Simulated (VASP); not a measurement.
# Ga (Pm-3m) in VASP: settings compared

Ga is run at these levels: PBEsol, RPBE; tasks: relaxation of cell and atoms.

Everything below comes from runs of VASP 6.6.1. Logs are shortened: lines on timing, memory, paths and dates and some standing lists are left out, and cuts for length are marked.

### 1 The cell of the first run

It takes space group Pm-3m (No. 221, cubic). The conventional cell has a = 2.716 Å, b = 2.716 Å, c = 2.716 Å, α = 90.00°, β = 90.00°, γ = 90.00°. Ga (site symmetry m-3m) has 6 Ga at 2.72 Å within 3.6 Å.

### 2 Relaxation of cell and atoms, PBEsol

INCAR reads:

```
SYSTEM = Ga
PREC = Accurate ; ENCUT = 600
EDIFF = 1E-7 ; ISMEAR = -1
SIGMA = 0.05 ; LREAL = .False.
LASPH = .True. ; NELM = 80
ALGO = Normal ; ISIF = 3
LWAVE = .False. ; LCHARG = .False.
GGA = PS ; IBRION = 2
NSW = 60 ; EDIFFG = -0.01
```

KPOINTS reads:

```
Automatic mesh
0
Gamma
  10 10 10
  0 0 0
```

POSCAR reads:

```
Ga
1.0
    2.7164800000      0.0000000000      0.0000000000
    0.0000000000      2.7164800000      0.0000000000
    0.0000000000      0.0000000000      2.7164800000
Ga
1
Direct
    0.0000000000      0.0000000000      0.0000000000
```

Potentials or basis: VASP PAW PBE potentials, release 64 (Ga_d).

Command:

```
> cat potpaw_PBE.64/Ga_d/POTCAR > POTCAR
> mpirun -np 1 vasp_std > vasp.out
```

OUTCAR:

```text
SYSTEM = Ga
   PREC = Accurate
   ENCUT = 600
   EDIFF = 1E-7
   ISMEAR = -1
   LREAL = .False.
   LASPH = .True.
   NELM = 80
   ISIF = 3
   GGA = PS
   IBRION = 2
   NSW = 60
   EDIFFG = -0.01

 ion  position               nearest neighbor table
   1  0.000  0.000  0.000-

  LATTYP: Found a simple cubic cell.
 ALAT       =     2.7164800000

  Lattice vectors:

 A1 = (   2.7164800000,   0.0000000000,   0.0000000000)
 A2 = (   0.0000000000,   2.7164800000,   0.0000000000)
 A3 = (   0.0000000000,   0.0000000000,   2.7164800000)

Analysis of symmetry for initial positions (statically):
=====================================================================
 Subroutine PRICEL returns:
 Original cell was already a primitive cell.

 Routine SETGRP: Setting up the symmetry group for a
 simple cubic supercell.

 Subroutine GETGRP returns: Found 48 space group operations
 (whereof 48 operations were pure point group operations)
 out of a pool of 48 trial point group operations.

The static configuration has the point symmetry O_h .

Analysis of symmetry for dynamics (positions and initial velocities):
=====================================================================
 Subroutine PRICEL returns:
 Original cell was already a primitive cell.

 Routine SETGRP: Setting up the symmetry group for a
 simple cubic supercell.

 Subroutine GETGRP returns: Found 48 space group operations
 (whereof 48 operations were pure point group operations)
 out of a pool of 48 trial point group operations.

The dynamic configuration has the point symmetry O_h .

 Subroutine INISYM returns: Found 48 space group operations
 (whereof 48 operations are pure point group operations),
 and found     1 'primitive' translations

----------------------------------------------------------------------------------------

                                     Primitive cell

  volume of cell :      20.0456

  direct lattice vectors                    reciprocal lattice vectors
     2.716480000  0.000000000  0.000000000     0.368123454  0.000000000  0.000000000
     0.000000000  2.716480000  0.000000000     0.000000000  0.368123454  0.000000000
     0.000000000  0.000000000  2.716480000     0.000000000  0.000000000  0.368123454

  length of vectors
     2.716480000  2.716480000  2.716480000     0.368123454  0.368123454  0.368123454

  position of ions in fractional coordinates (direct lattice)
     0.000000000  0.000000000  0.000000000

  ion indices of the primitive-cell ions
   primitive index   ion index
                 1           1

----------------------------------------------------------------------------------------

 KPOINTS: Automatic mesh

Automatic generation of k-mesh.
 Grid dimensions read from file:
 generate k-points for:   10   10   10

 Generating k-lattice:

  Cartesian coordinates                     Fractional coordinates (reciprocal lattice)
     0.036812345  0.000000000  0.000000000     0.100000000  0.000000000  0.000000000
     0.000000000  0.036812345  0.000000000     0.000000000  0.100000000  0.000000000
     0.000000000  0.000000000  0.036812345     0.000000000  0.000000000  0.100000000

  Length of vectors
     0.036812345  0.036812345  0.036812345

  Shift w.r.t. Gamma in fractional coordinates (k-lattice)
     0.000000000  0.000000000  0.000000000

 Subroutine IBZKPT returns following result:
 ===========================================

 Found     56 irreducible k-points:

 Following reciprocal coordinates:
            Coordinates               Weight
  0.000000  0.000000  0.000000      1.000000
  0.100000  0.000000  0.000000      6.000000
  0.200000  0.000000  0.000000      6.000000
  0.300000  0.000000  0.000000      6.000000
  0.400000  0.000000  0.000000      6.000000
  0.500000  0.000000  0.000000      3.000000
[... 16 lines left out ...]
  0.200000  0.100000  0.100000     24.000000
  0.300000  0.100000  0.100000     24.000000
 [... further k-points ...]
   k-points           NKPTS =     56   k-points in BZ     NKDIM =     56   number of bands    NBANDS=     10
   number of dos      NEDOS =    301   number of ions     NIONS =      1
   total plane-waves  NPLWV =  13824
   dimension x,y,z NGX =    24 NGY =   24 NGZ =   24
   dimension x,y,z NGXF=    48 NGYF=   48 NGZF=   48
   ions per type =               1
   NGX,Y,Z   is equivalent  to a cutoff of  14.69, 14.69, 14.69 a.u.
   NGXF,Y,Z  is equivalent  to a cutoff of  29.38, 29.38, 29.38 a.u.
 SYSTEM =  Ga
   PREC   = accura    normal or accurate (medium, high low for compatibility)
   ISTART =      0    job   : 0-new  1-cont  2-samecut
   ICHARG =      2    charge: 1-file 2-atom 10-const
   ISPIN  =      1    spin polarized calculation?
   LNONCOLLINEAR =      F non collinear calculations
   LSORBIT =      F    spin-orbit coupling
   LASPH  =      T    aspherical Exc in radial PAW
   ENCUT  =  600.0 eV  44.10 Ry    6.64 a.u.   5.43  5.43  5.43*2*pi/ulx,y,z
   NELM   =     80;   NELMIN=  2; NELMDL= -5     # of ELM steps
   EDIFF  = 0.1E-06   stopping-criterion for ELM
   LREAL  =      F    real-space projection
   EDIFFG = -.1E-01   stopping-criterion for IOM
   NSW    =     60    number of steps for IOM
   IBRION =      2    ionic relax: 0-MD 1-quasi-New 2-CG
   NFREE  =      1    steps in history (QN), initial steepest desc. (CG)
   ISIF   =      3    stress and relaxation
   ISYM   =      2    0-nonsym 1-usesym 2-fastsym
   POTIM  = 0.5000    time-step for ionic-motion
   TEBEG  =    0.0;   TEEND  =   0.0 temperature during run
   PSTRESS=    0.0 pullay stress
   NELECT =      13.0000    total number of electrons
   NUPDOWN=      -1.0000    fix difference up-down
   EMIN   =  10.00;   EMAX   =-10.00  energy-range for DOS
   EFERMI =   0.00;   METHOD = LEGACY
   ISMEAR =    -1;   SIGMA  =   0.05  broadening in eV -4-tet -1-fermi 0-gaus
   EFERMI_NEDOS =   21; number of points for ismear=-14 and -15
   IALGO  =     38    algorithm
   IMIX   =      4    mixing-type and parameters
     AMIX     =   0.40;   BMIX     =  1.00
     AMIX_MAG =   1.60;   BMIX_MAG =  1.00
  volume/ion in A,a.u.               =      20.05       135.27
  Fermi-wavevector in a.u.,A,eV,Ry     =   1.417042  2.677821 27.320614  2.008008
  Thomas-Fermi vector in A             =   2.538314
   LORBIT       =      0    0 simple, 1 ext, 2 COOP (PROOUT), +10 PAW based schemes
   GGA     = PS    functional components
   LHFCALC =     F    Hartree Fock is set to
   AEXX    =    0.0000 exact exchange contribution
   IVDW    =     0    specifies the selected vdW correction
   LEPSILON=     F    determine dielectric tensor
   LRPA    =     F    only Hartree local field effects (RPA)
 conjugate gradient relaxation of ions
 non-spin polarized calculation
  energy-cutoff  :      600.00
  volume of cell :       20.05
 maximum number of plane-waves:       691
 NGX is ok and might be reduce to    24
   NGX = 11   NGY = 11   NGZ = 11

--------------------------------------- Ionic step        1  -------------------------------------------

 number of electron      13.0000005 magnetization

 Free energy of the ion-electron system (eV)
  ---------------------------------------------------
  ext. energy  EPLUGINS =         0.00000000
  ---------------------------------------------------
  free energy    TOTEN  =        -3.25964630 eV

  energy without entropy =       -3.25409084  energy(sigma->0) =       -3.25686857

------------------------ aborting loop because EDIFF is reached ----------------------------------------

  FORCE on cell =-STRESS in cart. coord.  units (eV):
  Direction    XX          YY          ZZ          XY          YZ          ZX
  --------------------------------------------------------------------------------------
  -------------------------------------------------------------------------------------
  Total       -0.3854986     -0.3854986     -0.3854986      0.0000000     -0.0000000      0.0000000
  in kB      -30.8115744    -30.8115744    -30.8115744      0.0000000     -0.0000000      0.0000000
  external PRESSURE =     -30.8115744 kB  Pullay stress =       0.0000000 kB

 VOLUME and BASIS-vectors are now :
 -----------------------------------------------------------------------------
  energy-cutoff  :      600.00
  volume of cell :       20.05
      direct lattice vectors                 reciprocal lattice vectors
     2.716480000  0.000000000  0.000000000     0.368123454  0.000000000  0.000000000
     0.000000000  2.716480000  0.000000000     0.000000000  0.368123454  0.000000000
     0.000000000  0.000000000  2.716480000     0.000000000  0.000000000  0.368123454
[... 36 lines left out ...]
 POSITION                                       TOTAL-FORCE (eV/Angst)
 -----------------------------------------------------------------------------------
      0.00000      0.00000      0.00000        -0.000000     -0.000000      0.000000
 -----------------------------------------------------------------------------------
    total drift:                                0.000000      0.000000      0.000000

  FREE ENERGIE OF THE ION-ELECTRON SYSTEM (eV)
  ---------------------------------------------------
  free  energy   TOTEN  =        -3.2735110047 eV

  energy  without entropy=       -3.2692037412  energy(sigma->0) =       -3.27135737

--------------------------------------- Ionic step        3  -------------------------------------------

 number of electron      12.9999995 magnetization

 Free energy of the ion-electron system (eV)
  ---------------------------------------------------
  ext. energy  EPLUGINS =         0.00000000
  ---------------------------------------------------
  free energy    TOTEN  =        -3.27403734 eV

  energy without entropy =       -3.26999439  energy(sigma->0) =       -3.27201586

 E-fermi :   5.2246     XC(G=0): -11.1259

 val. band max:        5.1791342446   @ k =   0.4000   0.4000   0.1000
 cond. band min:       5.2708332885   @ k =   0.3000   0.0000   0.0000
 fundamental gap:      0.0916990439
 Fermi energy:         5.2246454976

 k-point     1 :       0.0000    0.0000    0.0000
  band No.  band energies     occupation
      1      -9.9530      2.00000
      2      -9.9530      2.00000
      3      -9.3422      2.00000
      4      -9.3422      2.00000
      5      -9.3422      2.00000
      6      -5.8496      2.00000
      7      14.6313      0.00000
      8      14.6313      0.00000
      9      14.6313      0.00000
     10      17.5598      0.00000

 k-point     2 :       0.1000    0.0000    0.0000
  band No.  band energies     occupation
      1      -9.9484      2.00000
      2      -9.9146      2.00000
      3      -9.3585      2.00000
      4      -9.3585      2.00000
      5      -9.3408      2.00000
      6      -5.6353      2.00000
      7      11.9790      0.00000
      8      14.8571      0.00000
      9      14.8571      0.00000
     10      17.7386      0.00000
[... 274 lines left out ...]
 k-point    24 :       0.3000    0.1000    0.1000
  band No.  band energies     occupation
      1      -9.8606      2.00000
      2      -9.6642      2.00000
      3      -9.4819      2.00000
      4      -9.4718      2.00000
      5      -9.3649      2.00000
      6      -3.4708      2.00000
      7       5.6798      0.00022
      8      13.7287      0.00000
      9      14.5443      0.00000
     10      22.1550      0.00000

 [... further k-points ...]
[... 5 lines left out ...]
  --------------------------------------------------------------------------------------
  -------------------------------------------------------------------------------------
  Total        0.0034778      0.0034778      0.0034778     -0.0000000      0.0000000     -0.0000000
  in kB        0.2980471      0.2980471      0.2980471     -0.0000000      0.0000000     -0.0000000
  external PRESSURE =       0.2980471 kB  Pullay stress =       0.0000000 kB

 VOLUME and BASIS-vectors are now :
 -----------------------------------------------------------------------------
  energy-cutoff  :      600.00
  volume of cell :       18.70
      direct lattice vectors                 reciprocal lattice vectors
     2.654049166  0.000000000  0.000000000     0.376782771 -0.000000000  0.000000000
     0.000000000  2.654049166  0.000000000    -0.000000000  0.376782771  0.000000000
    -0.000000000 -0.000000000  2.654049166    -0.000000000 -0.000000000  0.376782771

 POSITION                                       TOTAL-FORCE (eV/Angst)
 -----------------------------------------------------------------------------------
      0.00000      0.00000      0.00000        -0.000000     -0.000000      0.000000
 -----------------------------------------------------------------------------------
    total drift:                                0.000000     -0.000000      0.000000

  FREE ENERGIE OF THE ION-ELECTRON SYSTEM (eV)
  ---------------------------------------------------
  free  energy   TOTEN  =        -3.2740373412 eV

  energy  without entropy=       -3.2699943862  energy(sigma->0) =       -3.27201586

 reached required accuracy - stopping structural energy minimisation
```

It took 8 s on 1 thread of Intel Xeon 6975P-C (Granite Rapids), shared host; peak memory 0.14 GiB.

Results:

- Free energy: -3.2740 eV
- Relaxed volume: 18.70 Å³/atom
- Relaxed cell: a = 2.654 Å, b = 2.654 Å, c = 2.654 Å, α = 90.00°, β = 90.00°, γ = 90.00°
- Space group after relaxing (to 0.05 Å): Pm-3m (No. 221)
- Energy gained by relaxing: 14.4 meV/atom
- Ionic steps: 3
- Pressure after relaxing: 0.0 GPa

The path:
| step | energy change (eV) | largest force (eV/Å) | pressure (GPa) | volume (Å³) |
| --- | --- | --- | --- | --- |
| 1 | 0.0000 | 0.0000 | -3.08 | 20.05 |
| 2 | -0.0139 | 0.0000 | -0.75 | 18.95 |
| 3 | -0.0144 | 0.0000 | 0.03 | 18.70 |

Final structure:
```cif
data_structure
_symmetry_space_group_name_H-M 'P 1'
_symmetry_Int_Tables_number 1
_cell_length_a 2.6540
_cell_length_b 2.6540
_cell_length_c 2.6540
_cell_angle_alpha 90.000
_cell_angle_beta 90.000
_cell_angle_gamma 90.000
_cell_volume 18.70
loop_
_atom_site_label
_atom_site_type_symbol
_atom_site_fract_x
_atom_site_fract_y
_atom_site_fract_z
_atom_site_occupancy
Ga1 Ga 0.00000 0.00000 0.00000 1
```

Caveat: the PAW data sets were made with another functional, which shifts forces and pressure a little.

(Continued in part 2 of 2.)
